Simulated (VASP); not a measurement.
## TiO2: single point with r2SCAN

TiO2:

```
CELL_PARAMETERS angstrom
0.00000 2.39683 2.26596
2.39683 0.00000 2.26596
2.39683 2.39683 0.00000
ATOMIC_POSITIONS crystal
Ti 0.00000 0.00000 0.00000
O 0.25000 0.25000 0.25000
O 0.75000 0.75000 0.75000
```

This cell differs from its parent crystal: uniaxial z strain -5.5%.

```json
{"Program": "VASP 6.6.1", "Task": "single point", "Functional": "r2SCAN", "Potentials or basis": "VASP PAW PBE potentials, release 64 (Ti_sv, O_h)", "Cutoff": "1480 eV", "k mesh": "10 × 10 × 10", "Occupations": "gaussian, width 0.01 eV", "Spin": "no spin polarisation"}
```

```json
{
 "Pressure": "19.5 GPa",
 "Band gap on the k mesh": "0.94 eV (least direct gap 1.74 eV)"
}
```

Stress tensor (GPa, compression positive):
```
 7.67  0.00  0.00
 0.00  7.67  0.00
 0.00  0.00 43.28
```

Levels at points of the mesh, in eV from the valence-band top:
```tsv
k point	band 9	band 10	band 11	band 12	band 13	band 14	band 15	band 16
(0.00, 0.00, 0.00)	-7.02	-1.79	-1.79	-0.80	0.94	1.23	5.47	5.71
(0.50, 0.00, 0.00)	-4.19	-3.96	-3.32	-3.18	1.40	1.52	2.94	5.19
(0.50, 0.50, 0.00)	-5.60	-2.94	-2.94	0.00	1.90	1.95	3.25	4.40
(0.50, 0.00, 0.50)	-5.25	-3.25	-2.14	-0.72	1.58	2.11	2.89	4.11
```

It took 15 min on 1 thread of Intel(R) Xeon(R) Platinum 8488C (Sapphire Rapids) (shared host), peak memory 0.47 GiB.

Caveat: the cell differs from its parent crystal (uniaxial z strain -5.5%); the stress differs along the axes, from 8 to 43 GPa; the structure was generated, so it needn't be the stable form of TiO2; the PAW data sets were made with another functional, which shifts forces and pressure a little. A k mesh can miss the band edges.
